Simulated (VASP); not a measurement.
# LiH: single point with HSE06

The system is LiH.

```
Li H
1.0
     0.00000    2.14512    2.14512
     2.26053    0.00000    2.14512
     2.26053    2.14512    0.00000
Li H
1 1
Direct
  0.00000 0.00000 0.00000
  0.25000 0.25000 0.25000
```

This cell differs from its parent crystal: uniaxial x strain +5.4%.

| Property | Result |
| --- | --- |
| Program | VASP 6.6.1 |
| Task | single point |
| Functional | HSE06 |
| Potentials or basis | VASP PAW PBE potentials, release 64 (Li_sv, H) |
| Cutoff | 520 eV |
| k mesh | 8 × 8 × 8 |
| Occupations | gaussian, width 0.01 eV |
| Spin | no spin polarisation |

The band gap on the k mesh is 5.05 eV (least direct gap 6.28 eV).

Levels at points of the mesh, in eV from the valence-band top:
```csv
k point,band 1,band 2,band 3,band 4,band 5
"(0.00, 0.00, 0.00)",-46.50,-4.12,14.05,18.15,18.23
"(0.50, 0.00, 0.00)",-46.48,-1.22,5.05,15.38,16.51
"(0.50, 0.50, 0.00)",-46.47,-0.28,8.25,10.72,11.42
"(0.00, 0.50, 0.50)",-46.47,-0.78,7.60,11.24,12.24
```

Run time: 7.8 min on 1 thread of Intel(R) Xeon(R) 6975P-C (Granite Rapids), with other jobs on the host, peak memory 0.25 GiB.

Caveat: the cell differs from its parent crystal (uniaxial x strain +5.4%). A k mesh can miss the band edges.
